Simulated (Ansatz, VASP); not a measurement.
Tl in VASP and in Ansatz

```
CELL_PARAMETERS angstrom
4.28503 2.47396 7.87875
-4.28503 2.47396 7.87875
0.00000 -4.94792 7.87875
ATOMIC_POSITIONS crystal
Tl 0.02557 0.63190 0.02557
Tl 0.02557 0.02557 0.63190
Tl 0.63190 0.02557 0.02557
Tl 0.97443 0.36810 0.97443
Tl 0.36810 0.97443 0.97443
Tl 0.97443 0.97443 0.36810
Tl 0.23417 0.60873 0.23417
Tl 0.23417 0.23417 0.60873
Tl 0.60873 0.23417 0.23417
Tl 0.76583 0.39127 0.76583
Tl 0.39127 0.76583 0.76583
Tl 0.76583 0.76583 0.39127
```

Alike in both runs: functional PBE; k mesh 3 × 3 × 3; occupations gaussian, width 0.1 eV; no spin polarisation.

Ansatz relaxed the structure, and its values are those at the end. VASP's run is a single point on that final structure, the one shown.

|  | VASP | Ansatz |
| --- | --- | --- |
| version | VASP 6.6.1 | Ansatz 0.2.0 |
| potentials or method | VASP PAW PBE potentials, release 64 (Tl_d), cutoff 520 eV | scalar-relativistic, plane waves, PAW |
| valence electrons in the cell | 156 | 156 |

|  | VASP | Ansatz | Ansatz less VASP |
| --- | --- | --- | --- |
| gap on the k mesh at the Fermi level (eV) | none | none | - |
| pressure (GPa) | -0.1 | 0.0 | +0.04 |
| rms of the force components (eV/Å) | 0.004 | 0.004 | +0.0001 |

A gap of «none» marks a metal or a gap that the smearing closes.

Neither program's run includes spin-orbit coupling.
